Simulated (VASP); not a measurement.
MnSi:

```
Mn Si
1.0
     2.98743    0.00000    0.00000
     0.00000    2.98743    0.00000
     0.00000    0.00000    2.98743
Mn Si
1 1
Cartesian
  1.4937 1.4937 1.4937
  0.0000 0.0000 0.0000
```

| Quantity | Value |
| --- | --- |
| Program | VASP 6.6.1 |
| Task | relaxation of cell and atoms |
| Functional | HF |
| Potentials or basis | VASP PAW PBE potentials, release 64 (Mn_pv, Si) |
| Cutoff | 600 eV |
| k mesh | 5 × 5 × 5 |
| Occupations | fermi-dirac, width 0.05 eV |
| Spin | collinear spin, ferromagnetic start |
| Starting moments | [4.0, 0.0] μB |

At the start: pressure 30.2 GPa; volume 13.33 Å³/atom.

Where does the relaxation end?

Over 6 steps the energy falls by 1626.6 meV/atom and the volume is 20.27 Å³/atom (+52.0 %); space group Pm-3m (No. 221, to 0.1 Å) before and after; moment 3.69 μB per cell.

The path:
```tsv
step	energy change (eV)	largest force (eV/Å)	pressure (GPa)	volume (Å³)
1	0.0000	0.0000	30.19	26.66
2	-3.2094	0.0000	5.06	37.58
3	-3.2201	0.0000	4.29	37.95
4	-3.2335	0.0000	3.26	38.52
5	-3.2528	0.0000	0.41	40.27
6	-3.2532	0.0000	-0.01	40.54
```

Final structure:
```
Mn Si
1.0
     3.43513    0.00000    0.00000
     0.00000    3.43513    0.00000
     0.00000    0.00000    3.43513
Mn Si
1 1
Direct
  0.50000 0.50000 0.50000
  0.00000 0.00000 0.00000
```

Caveat: the k points lie up to 0.37 Å⁻¹ apart in the final cell; the volume moved by over 15 % at a fixed basis, so the end points are rough; the PAW data sets were made with another functional, which shifts forces and pressure a little.
